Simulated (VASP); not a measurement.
Write the native input for VASP 6.6.1 that does the following.

```yaml
Task: single point
Functional: PBE
Potentials_or_basis: VASP PAW PBE potentials, release 64 (Cd, Ag, Br)
Cutoff: 520 eV
k_mesh: 4 × 4 × 4
Occupations: gaussian, width 0.1 eV
Spin: no spin polarisation
Dipole_correction: no
Further_INCAR_settings: ALGO = Normal; EDIFF = 1e-06; NBANDS = 30
```

The structure of CdAgBr3 lies in POSCAR:

```
CdAgBr3
1.0
    4.1706800486      2.4079432508      3.7160862757
   -4.1706800486      2.4079432508      3.7160862757
    0.0000000000     -4.8158864954      3.7160862797
Cd Ag Br
1 1 3
Direct
    0.2842199412      0.2842199412      0.2842199412
    1.0091659645      1.0091659645      1.0091659645
    0.0483595605      0.5583055333      0.0483595605
    0.5583055333      0.0483595605      0.0483595605
    0.0483595605      0.0483595605      0.5583055333
```

One way to write it, as run:

INCAR

```
PREC = Accurate ; ENCUT = 520
EDIFF = 1E-6 ; ISMEAR = 0
SIGMA = 0.1 ; LREAL = F
LASPH = T ; NELM = 100
ALGO = Normal ; ISIF = 2
LWAVE = F ; LCHARG = F
GGA = PE ; NBANDS = 30
```

KPOINTS

```
Automatic mesh
0
Gamma
  4 4 4
```

Potentials or basis: VASP PAW PBE potentials, release 64 (Cd, Ag, Br).

Launch:

```bash
$ cat potpaw_PBE.64/Cd/POTCAR potpaw_PBE.64/Ag/POTCAR potpaw_PBE.64/Br/POTCAR > POTCAR
$ mpirun -np 1 vasp_std > vasp.out
```

Results of the run:

- Pressure: 0.1 GPa
- Largest force: 0.055 eV/Å
- Band gap on the k mesh: 1.14 eV (least direct gap 1.80 eV)

Wall time 120 s on 1 thread of Oxide Virtual Turin-like Processor, with other jobs on the host, peak memory 0.33 GiB.
